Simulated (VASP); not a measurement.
A run of VASP 6.6.1 is set up as follows.

The input INCAR:

```
SYSTEM = Na2Os
ALGO     = Fast           ! electronic algorithm
EDIFF    = 1E-6           ! SCF threshold, eV
ENCUT    = 520            ! plane-wave cutoff, eV
GGA      = PE             ! functional
ISIF     = 2              ! what is computed and relaxed
ISMEAR   = 0              ! smearing method
LASPH    = .TRUE.         ! aspherical terms in the spheres
LCHARG   = .FALSE.        ! write CHGCAR
LREAL    = .FALSE.        ! projectors in reciprocal space
LWAVE    = .FALSE.        ! write WAVECAR
NBANDS   = 31             ! bands
NELM     = 80             ! most SCF steps
PREC     = Accurate       ! precision mode
SIGMA    = 0.1            ! smearing width, eV
```

Contents of KPOINTS:

```
k-points
0
G
  18 18 4
  0 0 0
```

Contents of POSCAR:

```
Na2Os
1.0
    2.7825892145      0.0000000000      0.0000000000
   -1.3912946073      2.4097929481      0.0000000000
    0.0000000000      0.0000000000     16.8748428231
Na Os
4 2
Direct
    0.3333333333      0.6666666667      0.5968896020
    0.6666666667      0.3333333333      0.0968896020
    0.3333333333      0.6666666667      0.9031103980
    0.6666666667      0.3333333333      0.4031103980
    0.3333333333      0.6666666667      0.2500000000
    0.6666666667      0.3333333333      0.7500000000
```

Potentials or basis: VASP PAW PBE potentials, release 64 (Na_pv, Os).

The run is started by

```console
$ cat potpaw_PBE.64/Na_pv/POTCAR potpaw_PBE.64/Os/POTCAR > POTCAR
$ mpirun -np 1 vasp_std > vasp.out
```

(1) What does it give for the band gap on the k mesh?

(2) Estimate the pressure.

(3) Estimate the largest force.

## Answers

(1) zero (bands 22 and 23 overlap by 2.75 eV).

(2) -0.1 GPa.

(3) 0.009 eV/Å.

Caveat: spin-orbit coupling is left out, which moves the levels of the heavy elements.
